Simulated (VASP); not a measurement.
TcNi, 2 atoms in the cell. Symmetry: P-6m2, No. 187, hexagonal system. Conventional cell: a = 2.654 Å, b = 2.654 Å, c = 4.201 Å, α = 90.00°, β = 90.00°, γ = 120.00°. Within 3.4 Å of Ni (site symmetry -6m2) lie 6 Tc at 2.60 Å and 6 Ni at 2.65 Å. Within 3.4 Å of Tc (site symmetry -6m2) lie 6 Ni at 2.60 Å and 6 Tc at 2.65 Å. 

| Item | Value |
| --- | --- |
| Program | VASP 6.6.1 |
| Task | single point |
| Functional | PBEsol |
| Potentials or basis | VASP PAW PBE potentials, release 64 (Ni, Tc_pv) |
| Cutoff | 520 eV |
| k mesh | 10 × 10 × 6 |
| Occupations | methfessel-paxton, width 0.05 eV |
| Spin | collinear spin, ferromagnetic start |
| Starting moments | [0.36, 0.26] μB |
| Fixed moment | 0.6 μB |
| Dipole correction | no |
| Further INCAR settings | ALGO = Normal; EDIFF = 1e-07; NBANDS = 22 |

Potentials or basis: VASP PAW PBE potentials, release 64 (Ni, Tc_pv).

The run is started by

```bash
$ cat potpaw_PBE.64/Ni/POTCAR potpaw_PBE.64/Tc_pv/POTCAR > POTCAR
$ mpirun -np 1 vasp_std > vasp.out
```

Hardware: 1 thread of AMD EPYC 7R13 Processor (Zen 3), with other jobs on the host.

Question: How long does it take, and how much memory?

Answer: Wall time 49 s on 1 thread of AMD EPYC 7R13 Processor (Zen 3) (shared host), peak memory 0.15 GiB. Counts: scf iterations 19, k points 56.
